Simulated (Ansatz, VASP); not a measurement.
## One calculation of CaO, two programs

INCAR

```
PREC = Accurate ; ENCUT = 520
EDIFF = 1E-6 ; ISMEAR = 0
SIGMA = 0.02 ; LREAL = F
LASPH = T ; NELM = 100
ALGO = Normal ; ISIF = 2
LWAVE = F ; LCHARG = T
GGA = PE ; LELF = T
LVHAR = T ; NBANDS = 24
```

The input KPOINTS:

```
regular mesh
0
Gamma
  9 9 6
```

POSCAR

```
CaO
1.0
    3.5606175025      0.0000000000      0.0000000000
   -1.7803087512      3.0835852103      0.0000000000
    0.0000000000      0.0000000000      6.0517561842
Ca O
2 2
Direct
    0.3333333300      0.6666666700      0.2500000000
    0.6666666700      0.3333333300      0.7500000000
    0.0000000000      0.0000000000      0.0000000000
    0.0000000000      0.0000000000      0.5000000000
```

Input for Ansatz:

```yaml
crystal:
  lattice:
    - [3.5606175025, 0.0, 0.0]
    - [-1.7803087512, 3.0835852103, 0.0]
    - [0.0, 0.0, 6.0517561842]
  atoms:
    - { symbol: Ca, position: [0.33333333, 0.66666667, 0.25] }
    - { symbol: Ca, position: [0.66666667, 0.33333333, 0.75] }
    - { symbol: O, position: [0.0, 0.0, 0.0] }
    - { symbol: O, position: [0.0, 0.0, 0.5] }
basis:
  ecutwfc: 420
kpoints:
  mp_grid: { grid: [9, 9, 6] }
hamiltonian:
  xc: pbe
scf:
  occupations: { method: gaussian, width: 0.02 }
output:
  forces: true
  stress: true
  eigenvalues: true
```

Alike in both runs: task single point; functional PBE; k mesh 9 × 9 × 6; occupations gaussian, width 0.02 eV; no spin polarisation.

|  | VASP | Ansatz |
| --- | --- | --- |
| version | VASP 6.6.1 | Ansatz 0.2.0 |
| potentials or method | VASP PAW PBE potentials, release 64 (Ca_sv, O), cutoff 520 eV | scalar-relativistic, plane waves, PAW |
| valence electrons in the cell | 32 | 32 |

|  | VASP | Ansatz | Ansatz less VASP |
| --- | --- | --- | --- |
| gap on the k mesh at the Fermi level (eV) | 2.47 | 2.47 | +0.005 |
| least direct gap on the mesh (eV) | 2.47 | 2.47 | +0.005 |
| pressure (GPa) | -11.3 | -11.6 | -0.27 |
| traceless stress, the component that is largest in VASP (GPa) | 2.68 | 2.67 | -0.010 |
